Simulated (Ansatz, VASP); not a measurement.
## Fe: VASP beside Ansatz

File INCAR:

```
  ALGO = Normal
  EDIFF = 1E-8
  ENCUT = 520
  GGA = PS
  ISIF = 2
  ISMEAR = -1
  LASPH = True
  LCHARG = False
  LEFG = True
  LREAL = False
  LWAVE = False
  NBANDS = 15
  NELM = 60
  PREC = Accurate
  SIGMA = 0.08
```

Contents of KPOINTS:

```
k-points
0
Gamma
  17 17 10
```

The input POSCAR:

```
Fe
1.0
    2.4341575853      0.0000000000      0.0000000000
   -1.2170787927      2.1080423057      0.0000000000
    0.0000000000      0.0000000000      3.7266764359
Fe
2
Direct
    0.3333333333      0.6666666667      0.2500000000
    0.6666666667      0.3333333333      0.7500000000
```

Input for Ansatz:

```yaml
crystal:
  lattice:
    - [2.4341575853, 0.0, 0.0]
    - [-1.2170787927, 2.1080423057, 0.0]
    - [0.0, 0.0, 3.7266764359]
  atoms:
    - { symbol: Fe, position: [0.3333333333, 0.6666666667, 0.25] }
    - { symbol: Fe, position: [0.6666666667, 0.3333333333, 0.75] }
kpoints:
  mp_grid: { grid: [17, 17, 10] }
scf:
  occupations: { method: fermi_dirac, width: 0.08 }
hamiltonian:
  xc: pbesol
  pseudopotentials: { kind: all_electron, datasets: crystal }
output:
  forces: true
  stress: true
  eigenvalues: true
  efg: { contact_densities: true }
```

Change from the starting cell: zz strain of -3 %, crystal datasets.

Alike in both runs: task electric field gradients; functional PBEsol; k mesh 17 × 17 × 10; occupations fermi-dirac, width 0.08 eV; no spin polarisation.

```csv
,VASP,Ansatz
version,VASP 6.6.1,Ansatz 0.2.0
potentials or method,"VASP PAW PBE potentials, release 64 (Fe), cutoff 520 eV","all-electron PAW with datasets made for the crystal, scalar-relativistic"
```

```csv
,VASP,Ansatz,Ansatz less VASP
pressure (GPa),9.3,9.8,+0.44
"traceless stress, the component that is largest in VASP (GPa)",11.28,11.66,+0.380
size of Vzz on the site where it differs most (V/Å²),16.3,9.3,-6.99
```

VASP's potentials were made for PBE, not for PBEsol. Ansatz ran all-electron here, and VASP with PAW potentials. Ansatz's warnings: printed levels off.
